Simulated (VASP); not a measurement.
Ge:

```
CELL_PARAMETERS angstrom
5.90459 0.00000 0.00000
0.00000 5.90459 0.00000
0.00000 0.00000 6.99514
ATOMIC_POSITIONS crystal
Ge 0.08975 0.08975 0.00000
Ge 0.41025 0.58975 0.75000
Ge 0.91025 0.91025 0.50000
Ge 0.58975 0.41025 0.25000
Ge 0.17236 0.37076 0.25966
Ge 0.12924 0.67236 0.00966
Ge 0.82764 0.62924 0.75966
Ge 0.87076 0.32764 0.50966
Ge 0.67236 0.12924 0.99034
Ge 0.62924 0.82764 0.24034
Ge 0.32764 0.87076 0.49034
Ge 0.37076 0.17236 0.74034
```

Base run:

| Property | Result |
| --- | --- |
| Program | VASP 6.6.1 |
| Functional | PBEsol |
| Potentials or basis | VASP PAW PBE potentials, release 64 (Ge_d) |
| Cutoff | 520 eV |
| k mesh | 3 × 3 × 3 |
| Occupations | fermi-dirac, width 0.05 eV |
| Spin | no spin polarisation |

Its results: band gap on the k mesh 0.48 eV; pressure 0.0 GPa; largest force 0.006 eV/Å.

Problem. The run is repeated on the same cell with these changes: k mesh from 3 × 3 × 3 to 5 × 5 × 5. What comes out?

Solution. Band gap on the k mesh 0.67 eV (least direct gap 0.74 eV); pressure 0.0 GPa; largest force 0.102 eV/Å.

Caveats: the PAW data sets were made with another functional, which shifts forces and pressure a little; an odd mesh through Γ misses points on the zone boundary, where band edges can lie.
